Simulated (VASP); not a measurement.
## Hg: relaxation of shape and atoms at fixed volume with PBE

The system is Hg.

```
Hg
1.0
     2.00046    1.15496    2.05320
    -2.00046    1.15496    2.05320
     0.00000   -2.30993    2.05320
Hg
1
Direct
  0.00000 0.00000 0.00000
```

```json
{
 "Program": "VASP 6.6.1",
 "Task": "relaxation of shape and atoms at fixed volume",
 "Functional": "PBE",
 "Potentials or basis": "VASP PAW PBE potentials, release 64 (Hg)",
 "Cutoff": "600 eV",
 "k mesh": "15 × 15 × 15",
 "Occupations": "gaussian, width 0.1 eV",
 "Spin": "no spin polarisation",
 "Dipole correction": "no",
 "Further INCAR settings": "ALGO = Fast; EDIFF = 1e-06; IBRION = 2; EDIFFG = -0.01; NSW = 50; ISIF = 4"
}
```

* Energy gained by relaxing: 0.4 meV/atom
* Ionic steps: 4
* Pressure after relaxing: 0.7 GPa
* Band gap on the k mesh: zero (bands 6 and 7 overlap by 3.08 eV)

Step by step:
```csv
step,energy change (eV),largest force (eV/Å),pressure (GPa),volume (Å³)
1,0.0000,0.0000,0.83,28.46
2,-0.0001,0.0000,0.80,28.46
3,-0.0002,0.0000,0.77,28.46
4,-0.0004,0.0000,0.73,28.46
```

Final structure:
```cif
data_structure
_symmetry_space_group_name_H-M 'P 1'
_symmetry_Int_Tables_number 1
_cell_length_a 3.0981
_cell_length_b 3.0981
_cell_length_c 3.0981
_cell_angle_alpha 79.742
_cell_angle_beta 79.742
_cell_angle_gamma 79.742
_cell_volume 28.46
loop_
_atom_site_label
_atom_site_type_symbol
_atom_site_fract_x
_atom_site_fract_y
_atom_site_fract_z
_atom_site_occupancy
Hg1 Hg 0.00000 0.00000 0.00000 1
```

Levels at points of the mesh, in eV from the Fermi level:
| k point | band 4 | band 5 | band 6 | band 7 | band 8 | band 9 |
| --- | --- | --- | --- | --- | --- | --- |
| (0.00, 0.00, 0.00) | -5.99 | -5.99 | -5.95 | 10.10 | 10.10 | 10.36 |

Run time: 86 s on 1 thread of Intel(R) Xeon(R) 6975P-C (Granite Rapids) (shared host), peak memory 0.26 GiB.

Caveat: spin-orbit coupling is left out, which moves the levels of the heavy elements.
